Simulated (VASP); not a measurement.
# V (Im-3m) in VASP: a series of runs

The runs below take V through relaxation of cell and atoms, single point, with revPBE+D3(BJ), r2SCAN+D3(BJ), r2SCAN0.

Program: VASP 6.6.1. These are calculated values, not measurements. Logs are shortened: lines on timing, memory, paths and dates and some standing lists are left out, and cuts for length are marked.

## (1) The cell of the first run

The structure is cubic, space group Im-3m (No. 229). The conventional cell has a = 3.029 Å, b = 3.029 Å, c = 3.029 Å, α = 90.00°, β = 90.00°, γ = 90.00°. Within 3.5 Å of V (site symmetry m-3m) lie 14 V at 2.62 to 3.03 Å.

## (2) Relaxation of cell and atoms, revPBE+D3(BJ), collinear spin, ferromagnetic start

Input file INCAR:

```
ALGO = Normal
EDIFF = 1E-6
EDIFFG = -0.01
ENCUT = 600
GGA = RE
IBRION = 2
ISIF = 3
ISMEAR = -1
ISPIN = 2
IVDW = 12
LASPH = T
LCHARG = F
LMAXMIX = 4
LORBIT = 11
LREAL = F
LWAVE = F
MAGMOM = 2
NELM = 150
NSW = 60
PREC = Accurate
SIGMA = 0.05
```

Input file KPOINTS:

```
k-points
0
Gamma
  12 12 12
```

Input file POSCAR:

```
V
1.0
   -1.5143500000      1.5143500000      1.5143500000
    1.5143500000     -1.5143500000      1.5143500000
    1.5143500000      1.5143500000     -1.5143500000
V
1
Direct
    0.0000000000      0.0000000000      0.0000000000
```

Potentials or basis: VASP PAW PBE potentials, release 64 (V_sv).

Started as:

```sh
$ cat potpaw_PBE.64/V_sv/POTCAR > POTCAR
$ mpirun -np 1 vasp_std > vasp.out
```

OUTCAR:

```text
EDIFF = 1E-6
   EDIFFG = -0.01
   ENCUT = 600
   GGA = RE
   IBRION = 2
   ISIF = 3
   ISMEAR = -1
   ISPIN = 2
   IVDW = 12
   LASPH = T
   LORBIT = 11
   LREAL = F
   NELM = 150
   NSW = 60
   PREC = Accurate
 IVDW          = 12

 ion  position               nearest neighbor table
   1  0.000  0.000  0.000-

  LATTYP: Found a body centered cubic cell.
 ALAT       =     3.0287000000

  Lattice vectors:

 A1 = (  -1.5143500000,   1.5143500000,   1.5143500000)
 A2 = (   1.5143500000,  -1.5143500000,   1.5143500000)
 A3 = (   1.5143500000,   1.5143500000,  -1.5143500000)

Analysis of symmetry for initial positions (statically):
=====================================================================
 Subroutine PRICEL returns:
 Original cell was already a primitive cell.

 Routine SETGRP: Setting up the symmetry group for a
 body centered cubic supercell.

 Subroutine GETGRP returns: Found 48 space group operations
 (whereof 48 operations were pure point group operations)
 out of a pool of 48 trial point group operations.

The static configuration has the point symmetry O_h .

Analysis of symmetry for dynamics (positions and initial velocities):
=====================================================================
 Subroutine PRICEL returns:
 Original cell was already a primitive cell.

 Routine SETGRP: Setting up the symmetry group for a
 body centered cubic supercell.

 Subroutine GETGRP returns: Found 48 space group operations
 (whereof 48 operations were pure point group operations)
 out of a pool of 48 trial point group operations.

The dynamic configuration has the point symmetry O_h .

Analysis of structural, dynamic, and magnetic symmetry:
=====================================================================
 Subroutine PRICEL returns:
 Original cell was already a primitive cell.

 Routine SETGRP: Setting up the symmetry group for a
 body centered cubic supercell.

 Subroutine GETGRP returns: Found 48 space group operations
 (whereof 48 operations were pure point group operations)
 out of a pool of 48 trial point group operations.

The overall configuration has the point symmetry O_h .

 Subroutine INISYM returns: Found 48 space group operations
 (whereof 48 operations are pure point group operations),
 and found     1 'primitive' translations

----------------------------------------------------------------------------------------

                                     Primitive cell

  volume of cell :      13.8912

[... 82 lines left out ...]
   LSORBIT =      F    spin-orbit coupling
   LASPH  =      T    aspherical Exc in radial PAW
   ENCUT  =  600.0 eV  44.10 Ry    6.64 a.u.   5.24  5.24  5.24*2*pi/ulx,y,z
   NELM   =    150;   NELMIN=  2; NELMDL= -5     # of ELM steps
   EDIFF  = 0.1E-05   stopping-criterion for ELM
   LREAL  =      F    real-space projection
   EDIFFG = -.1E-01   stopping-criterion for IOM
   NSW    =     60    number of steps for IOM
   IBRION =      2    ionic relax: 0-MD 1-quasi-New 2-CG
   NFREE  =      1    steps in history (QN), initial steepest desc. (CG)
   ISIF   =      3    stress and relaxation
   ISYM   =      2    0-nonsym 1-usesym 2-fastsym
   POTIM  = 0.5000    time-step for ionic-motion
   TEBEG  =    0.0;   TEEND  =   0.0 temperature during run
   PSTRESS=    0.0 pullay stress
   NELECT =      13.0000    total number of electrons
   NUPDOWN=      -1.0000    fix difference up-down
   EMIN   =  10.00;   EMAX   =-10.00  energy-range for DOS
   EFERMI =   0.00;   METHOD = LEGACY
   ISMEAR =    -1;   SIGMA  =   0.05  broadening in eV -4-tet -1-fermi 0-gaus
   EFERMI_NEDOS =   21; number of points for ismear=-14 and -15
   IALGO  =     38    algorithm
   IMIX   =      4    mixing-type and parameters
     AMIX     =   0.40;   BMIX     =  1.00
     AMIX_MAG =   1.60;   BMIX_MAG =  1.00
  volume/ion in A,a.u.               =      13.89        93.74
  Fermi-wavevector in a.u.,A,eV,Ry     =   1.601313  3.026044 34.888125  2.564205
  Thomas-Fermi vector in A             =   2.698311
   LORBIT       =     11    0 simple, 1 ext, 2 COOP (PROOUT), +10 PAW based schemes
   GGA     = RE    functional components
   LHFCALC =     F    Hartree Fock is set to
   AEXX    =    0.0000 exact exchange contribution
   IVDW    =    12    specifies the selected vdW correction
   LEPSILON=     F    determine dielectric tensor
   LRPA    =     F    only Hartree local field effects (RPA)
 conjugate gradient relaxation of ions
 spin polarized calculation
  energy-cutoff  :      600.00
  volume of cell :       13.89
 maximum number of plane-waves:       476
 NGX is ok and might be reduce to    24
   NGX = 11   NGY = 11   NGZ = 11

--------------------------------------- Ionic step        1  -------------------------------------------

 number of electron      13.0000003 magnetization       0.0014089

 Free energy of the ion-electron system (eV)
  ---------------------------------------------------
  ext. energy  EPLUGINS =         0.00000000
  ---------------------------------------------------
  free energy    TOTEN  =        -8.61191997 eV

  energy without entropy =       -8.59407918  energy(sigma->0) =       -8.60299958

 E-fermi :   9.4037     XC(G=0): -12.6511

 val. band max:        9.3970552121   @ k =   0.2500   0.0000   0.0000
 cond. band min:       9.4069657989   @ k =  -0.4167   0.5000   0.1667
 fundamental gap:      0.0099105868
 Fermi energy:         9.4036984096

 spin component 1

 k-point     1 :       0.0000    0.0000    0.0000
  band No.  band energies     occupation
      1     -54.4483      1.00000
      2     -27.7466      1.00000
      3     -27.7466      1.00000
      4     -27.7466      1.00000
      5       2.8845      1.00000
      6       9.8192      0.00025
      7       9.8192      0.00025
      8       9.8192      0.00025
      9      11.7560      0.00000
     10      11.7560      0.00000
     11      29.6371      0.00000
[... 784 lines left out ...]
 number of electron      13.0000002 magnetization       0.0000007

 number of electron      13.0000002 magnetization      -0.0000011

 Free energy of the ion-electron system (eV)
  ---------------------------------------------------
  ext. energy  EPLUGINS =         0.00000000
  ---------------------------------------------------
  free energy    TOTEN  =        -8.54959935 eV

  energy without entropy =       -8.53247778  energy(sigma->0) =       -8.54103856

 E-fermi :  10.7238     XC(G=0): -13.2164

 val. band max:       10.7210363272   @ k =   0.3333   0.1667   0.0833
 cond. band min:      10.7336990875   @ k =   0.3333   0.1667  -0.0000
 fundamental gap:      0.0126627604
 Fermi energy:        10.7238428049

 spin component 1

 k-point     1 :       0.0000    0.0000    0.0000
  band No.  band energies     occupation
      1     -53.0009      1.00000
      2     -26.1215      1.00000
      3     -26.1215      1.00000
      4     -26.1215      1.00000
      5       3.9848      1.00000
      6      11.1621      0.00016
      7      11.1621      0.00016
      8      11.1621      0.00016
      9      13.3661      0.00000
     10      13.3661      0.00000
     11      31.7708      0.00000
[... 694 lines left out ...]
  FREE ENERGIE OF THE ION-ELECTRON SYSTEM (eV)
  ---------------------------------------------------
  free  energy   TOTEN  =        -9.9245760683 eV

  energy  without entropy=       -9.9074544964  energy(sigma->0) =       -9.91601528

 reached required accuracy - stopping structural energy minimisation

 total charge

# of ion       s       p       d       tot
------------------------------------------
    1        2.363   6.244   3.177  11.784

 magnetization (x)

# of ion       s       p       d       tot
------------------------------------------
    1        0.000   0.000   0.000   0.000
```

OSZICAR:

```text
N       E                     dE             d eps       ncg     rms          rms(c)
DAV:   1     0.100006605481E+03    0.10001E+03   -0.78161E+03  3168   0.143E+03
DAV:   2    -0.787963365852E+01   -0.10789E+03   -0.10495E+03  3198   0.367E+02
[... 33 lines left out ...]
   3 F= -.99245375E+01 E0= -.99159420E+01  d E =-.790241E-01  mag=    -0.0000
       N       E                     dE             d eps       ncg     rms          rms(c)
DAV:   1    -0.855078361467E+01    0.20885E-02   -0.21368E-02  3168   0.259E+00    0.399E-01
DAV:   2    -0.854961422666E+01    0.11694E-02   -0.36112E-03  3192   0.977E-01    0.770E-02
DAV:   3    -0.854960470298E+01    0.95237E-05   -0.16591E-05  3297   0.612E-02    0.432E-02
DAV:   4    -0.854959970101E+01    0.50020E-05   -0.12084E-05  3282   0.491E-02    0.354E-03
DAV:   5    -0.854959934862E+01    0.35239E-06   -0.13733E-07  1722   0.570E-03
   4 F= -.99245761E+01 E0= -.99160153E+01  d E =-.790627E-01  mag=     0.0000
```

CONTCAR:

```text
V
   1.00000000000000
    -1.4629509116717450    1.4629509116717450    1.4629509116717450
     1.4629509116717450   -1.4629509116717450    1.4629509116717450
     1.4629509116717450    1.4629509116717450   -1.4629509116717450
  V
     1
Direct
     0.0000000000000000    0.0000000000000000    0.0000000000000000

  0.00000000E+00  0.00000000E+00  0.00000000E+00
```

Wall time 59 s (1 thread of Intel Xeon 6975P-C (Granite Rapids), shared host); peak memory 0.18 GiB.

Results:

```yaml
Free_energy: -9.9246 eV
Relaxed_volume: 12.52 Å³/atom
Relaxed_cell: a = 2.534 Å, b = 2.534 Å, c = 2.534 Å, α = 109.47°, β = 109.47°, γ = 109.47°
Space_group_after_relaxing_to_0.05_Å: Im-3m (No. 229)
Energy_gained_by_relaxing: 79.1 meV/atom
Ionic_steps: 4
Pressure_after_relaxing: 0.0 GPa
Net_moment: 0.00 μB per cell
Valence_electrons_inside_the_program's_atomic_spheres: V 11.78
Dispersion_energy_per_atom: -1.375 eV
```

Step by step:
| step | energy change (eV) | largest force (eV/Å) | pressure (GPa) | volume (Å³) |
| --- | --- | --- | --- | --- |
| 1 | 0.0000 | 0.0000 | -17.15 | 13.89 |
| 2 | 0.0411 | 0.0000 | 30.31 | 11.11 |
| 3 | -0.0790 | 0.0000 | -0.53 | 12.55 |
| 4 | -0.0791 | 0.0000 | 0.02 | 12.52 |

Final structure:
```yaml
crystal:
  lattice:
    - [-1.46295, 1.46295, 1.46295]
    - [1.46295, -1.46295, 1.46295]
    - [1.46295, 1.46295, -1.46295]
  atoms:
    - { symbol: V, position: [0.00000, 0.00000, 0.00000] }
```

Levels at points of the mesh, in eV from the Fermi level:
Spin up:
```tsv
k point	band 2	band 3	band 4	band 5	band 6	band 7	band 8	band 9	band 10	band 11
(0.00, 0.00, 0.00)	-36.85	-36.85	-36.85	-6.74	0.44	0.44	0.44	2.64	2.64	21.05
(0.50, 0.00, 0.00)	-37.97	-37.19	-36.86	-3.42	-1.27	1.91	2.66	3.06	4.53	11.12
(0.50, 0.50, 0.50)	-37.60	-37.60	-37.60	-3.34	-3.34	4.09	4.09	4.09	10.93	10.93
```
Spin down:
| k point | band 2 | band 3 | band 4 | band 5 | band 6 | band 7 | band 8 | band 9 | band 10 | band 11 |
| --- | --- | --- | --- | --- | --- | --- | --- | --- | --- | --- |
| (0.00, 0.00, 0.00) | -36.85 | -36.85 | -36.85 | -6.74 | 0.44 | 0.44 | 0.44 | 2.64 | 2.64 | 21.05 |
| (0.50, 0.00, 0.00) | -37.97 | -37.19 | -36.86 | -3.42 | -1.27 | 1.91 | 2.66 | 3.06 | 4.53 | 11.12 |
| (0.50, 0.50, 0.50) | -37.60 | -37.60 | -37.60 | -3.34 | -3.34 | 4.09 | 4.09 | 4.09 | 10.93 | 10.93 |

Caveat: the PAW data sets were made with another functional, which shifts forces and pressure a little; pairwise dispersion overbinds metals, which lowers pressure and volume.

## (3) Relaxation of cell and atoms, r2SCAN+D3(BJ), collinear spin, ferromagnetic start

POSCAR is that of step 2.

Input file INCAR.step1:

```
ALGO     = Normal         # electronic algorithm
EDIFF    = 1E-4           # SCF threshold, eV
ENCUT    = 600            # plane-wave cutoff, eV
GGA      = PE             # functional
ISMEAR   = -1             # smearing method
ISPIN    = 2              # spin polarisation
LASPH    = True           # aspherical terms in the spheres
LCHARG   = False          # write CHGCAR
LMAXMIX  = 4              # l up to which the mixer works
LREAL    = False          # projectors in reciprocal space
LWAVE    = True           # write WAVECAR
MAGMOM   = 2              # initial moments
NELM     = 150            # most SCF steps
PREC     = Accurate       # precision mode
SIGMA    = 0.05           # smearing width, eV
```

Input file INCAR.step2:

```
ALGO     = Normal         # electronic algorithm
EDIFF    = 1E-6           # SCF threshold, eV
EDIFFG   = -0.01          # ionic threshold
ENCUT    = 600            # plane-wave cutoff, eV
IBRION   = 2              # ionic algorithm
ISIF     = 3              # what is computed and relaxed
ISMEAR   = -1             # smearing method
ISPIN    = 2              # spin polarisation
ISTART   = 1            
IVDW     = 12             # dispersion correction
LASPH    = True           # aspherical terms in the spheres
LCHARG   = False          # write CHGCAR
LMAXMIX  = 4              # l up to which the mixer works
LMIXTAU  = True         
LORBIT   = 11             # projections on sites
LREAL    = False          # projectors in reciprocal space
LWAVE    = False          # write WAVECAR
MAGMOM   = 2              # initial moments
METAGGA  = R2SCAN         # meta-GGA
NELM     = 150            # most SCF steps
NSW      = 60             # ionic steps
PREC     = Accurate       # precision mode
SIGMA    = 0.05           # smearing width, eV
VDW_A1   = 0.49484001   
VDW_A2   = 5.73083694   
VDW_S6   = 1.0          
VDW_S8   = 0.78981345
```

KPOINTS is that of step 2.

Potentials or basis: VASP PAW PBE potentials, release 64 (V_sv).

Started as:

```sh
$ cat potpaw_PBE.64/V_sv/POTCAR > POTCAR
$ cp INCAR.step1 INCAR
$ mpirun -np 1 vasp_std > vasp.out
$ cp INCAR.step2 INCAR
$ mpirun -np 1 vasp_std > vasp.out
```

Run time: 4.2 min. Hardware: 1 thread of Intel Xeon 6975P-C (Granite Rapids), shared host; peak memory 0.19 GiB.

Results (log left out):

```
Free energy                                           : -14.4569 eV
Relaxed volume                                        : 13.04 Å³/atom
Relaxed cell                                          : a = 2.568 Å, b = 2.568 Å, c = 2.568 Å, α = 109.47°, β = 109.47°, γ = 109.47°
Space group after relaxing (to 0.05 Å)                : Im-3m (No. 229)
Energy gained by relaxing                             : 31.3 meV/atom
Ionic steps                                           : 4
Pressure after relaxing                               : 0.0 GPa
Net moment                                            : 0.00 μB per cell
Valence electrons inside the program's atomic spheres : V 11.68
Dispersion energy per atom                            : -0.330 eV
```

Step by step:
```
step  energy change (eV)  largest force (eV/Å)  pressure (GPa)  volume (Å³)
   1              0.0000                0.0000          -11.17        13.89
   2              0.0233                0.0000           18.31        12.03
   3             -0.0312                0.0000           -0.26        13.06
   4             -0.0313                0.0000           -0.03        13.04
```

Final structure:
```
CELL_PARAMETERS angstrom
-1.48286 1.48286 1.48286
1.48286 -1.48286 1.48286
1.48286 1.48286 -1.48286
ATOMIC_POSITIONS crystal
V 0.00000 0.00000 0.00000
```

Levels at points of the mesh, in eV from the Fermi level:
Spin up:
| k point | band 3 | band 4 | band 5 | band 6 | band 7 | band 8 | band 9 | band 10 |
| --- | --- | --- | --- | --- | --- | --- | --- | --- |
| (0.00, 0.00, 0.00) | -38.36 | -38.36 | -7.12 | 0.50 | 0.50 | 0.50 | 2.77 | 2.77 |
| (0.50, 0.00, 0.00) | -38.68 | -38.37 | -3.45 | -1.20 | 1.64 | 2.75 | 3.17 | 4.48 |
| (0.50, 0.50, 0.50) | -39.06 | -39.06 | -3.26 | -3.26 | 4.06 | 4.06 | 4.06 | 10.97 |
Spin down:
| k point | band 3 | band 4 | band 5 | band 6 | band 7 | band 8 | band 9 | band 10 |
| --- | --- | --- | --- | --- | --- | --- | --- | --- |
| (0.00, 0.00, 0.00) | -38.36 | -38.36 | -7.12 | 0.50 | 0.50 | 0.50 | 2.77 | 2.77 |
| (0.50, 0.00, 0.00) | -38.68 | -38.37 | -3.44 | -1.20 | 1.65 | 2.75 | 3.17 | 4.48 |
| (0.50, 0.50, 0.50) | -39.06 | -39.06 | -3.26 | -3.26 | 4.06 | 4.06 | 4.06 | 10.97 |

Caveat: the PAW data sets were made with another functional, which shifts forces and pressure a little; pairwise dispersion overbinds metals, which lowers pressure and volume.

## (4) Single point, r2SCAN0, collinear spin, ferromagnetic start

POSCAR is that of step 3.

Input file INCAR.step1:

```
SYSTEM = V
PREC = Accurate
ENCUT = 520
EDIFF = 1E-5
ISMEAR = -1
SIGMA = 0.05
LREAL = .FALSE.
LASPH = .TRUE.
NELM = 150
ALGO = Normal
ISIF = 2
LWAVE = .TRUE.
LCHARG = .FALSE.
ISPIN = 2
MAGMOM = 2
LORBIT = 11
LMAXMIX = 4
GGA = PE
NBANDS = 16
```

Input file INCAR.step2:

```
SYSTEM = V
PREC = Accurate
ENCUT = 520
EDIFF = 1E-6
ISMEAR = -1
SIGMA = 0.05
LREAL = .FALSE.
LASPH = .TRUE.
NELM = 150
ALGO = Normal
ISIF = 2
LWAVE = .FALSE.
LCHARG = .FALSE.
ISPIN = 2
MAGMOM = 2
LORBIT = 11
LMAXMIX = 4
METAGGA = R2SCAN
LHFCALC = .TRUE.
AEXX = 0.25
LMIXTAU = .TRUE.
PRECFOCK = Normal
ISTART = 1
NBANDS = 16
```

Input file KPOINTS:

```
Automatic mesh
0
G
  6 6 6
  0 0 0
```

Started as:

```sh
$ cat potpaw_PBE.64/V_sv/POTCAR > POTCAR
$ cp INCAR.step1 INCAR
$ mpirun -np 1 vasp_std > vasp.out
$ cp INCAR.step2 INCAR
$ mpirun -np 1 vasp_std > vasp.out
```

It took 47 min on 1 thread of AMD EPYC 7R43 (Zen 3), shared host; peak memory 0.11 GiB.

The run converged. Its results:

| Property | Result |
| --- | --- |
| Free energy | -16.0973 eV |
| Pressure | -8.0 GPa |
| Net moment | 0.78 μB per cell |
| Site moments | V +0.69 μB |
| Valence electrons inside the program's atomic spheres | V 11.51 |

Levels at points of the mesh, in eV from the Fermi level:
Spin up:
```csv
k point,band 3,band 4,band 5,band 6,band 7,band 8,band 9,band 10,band 11,band 12
"(0.00, 0.00, 0.00)",-42.66,-42.66,-9.05,-1.24,-1.24,-1.24,3.74,3.74,21.69,21.69
"(0.50, 0.00, 0.00)",-42.95,-42.65,-5.12,-3.21,0.94,3.25,3.96,3.97,10.77,17.07
"(0.50, 0.50, 0.50)",-43.30,-43.30,-4.05,-4.05,3.60,3.60,3.60,10.52,10.52,10.52
```
Spin down:
```
           k point  band 3  band 4  band 5  band 6  band 7  band 8  band 9  band 10
(0.00, 0.00, 0.00)  -41.71  -41.71   -8.52    2.11    2.11    2.11    3.53     3.53
(0.50, 0.00, 0.00)  -41.97  -41.71   -4.08   -0.79    1.50    3.80    3.86     6.03
(0.50, 0.50, 0.50)  -42.29  -42.29   -4.24   -4.24    5.66    5.66    5.66    11.53
```

Caveat: the k points lie up to 0.49 Å⁻¹ apart; the PAW data sets were made with another functional, which shifts forces and pressure a little.

## (5) Summary

```csv
task,level,cell,k mesh,cutoff (eV),grid for exact exchange (PRECFOCK),gap on the mesh (eV),pressure (GPa),moment (μB),relaxed volume (Å³/atom)
relaxation of cell and atoms,revPBE+D3(BJ),relaxed,12 × 12 × 12,600,-,none,0.0,0.00,12.52
relaxation of cell and atoms,r2SCAN+D3(BJ),relaxed,12 × 12 × 12,600,-,none,0.0,0.00,13.04
single point,r2SCAN0,as given,6 × 6 × 6,520,Normal,none,-8.0,0.78,-
```

Alike in all rows: potentials or basis VASP PAW PBE potentials, release 64 (V_sv); spin collinear, ferromagnetic start; smearing fermi-dirac 0.05 eV.

Caveats: some runs use coarse meshes; the PAW data sets were made with another functional, which shifts forces and pressure a little; pairwise dispersion overbinds metals, which lowers pressure and volume (some runs).

Total energies depend on the potentials used, so only differences within one code and one set of settings carry meaning.
